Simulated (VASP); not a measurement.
A run of VASP 6.6.1:

File INCAR:

```
SYSTEM = BaSrI4
  ALGO = Normal
  EDIFF = 1E-6
  EDIFFG = -0.01
  ENCUT = 600
  GGA = PS
  IBRION = 2
  ISIF = 3
  ISMEAR = 1
  LASPH = .TRUE.
  LCHARG = .FALSE.
  LREAL = .FALSE.
  LWAVE = .FALSE.
  NELM = 60
  NSW = 80
  PREC = Accurate
  SIGMA = 0.01
```

The input KPOINTS:

```
k-points
0
G
  2 2 2
  0 0 0
```

File POSCAR:

```
BaSrI4
1.0
    5.8070910000      0.0000000000      0.0000000000
    0.0000000000      5.8070910000      0.0000000000
    0.0000000000      0.0000000000      8.2510280000
Ba Sr I
1 1 4
Direct
    0.5000000000      0.5000000000      0.0000000000
    0.0000000000      0.0000000000      0.5000000000
    0.0000000000      0.5000000000      0.2579450000
    0.5000000000      0.0000000000      0.2579450000
    0.0000000000      0.5000000000      0.7420550000
    0.5000000000      0.0000000000      0.7420550000
```

Potentials or basis: VASP PAW PBE potentials, release 64 (Ba_sv, Sr_sv, I).

Run with:

```bash
$ cat potpaw_PBE.64/Ba_sv/POTCAR potpaw_PBE.64/Sr_sv/POTCAR potpaw_PBE.64/I/POTCAR > POTCAR
$ mpirun -np 1 vasp_std > vasp.out
```

Hardware: 1 thread of Intel(R) Xeon(R) Platinum 8559C (Emerald Rapids) (shared host).

Task: Estimate the wall time of this run.

Result: It took 3 min on 1 thread of Intel(R) Xeon(R) Platinum 8559C (Emerald Rapids), with other jobs on the host, peak memory 0.45 GiB. Counts: scf iterations 57, k points 6, ion steps 7.
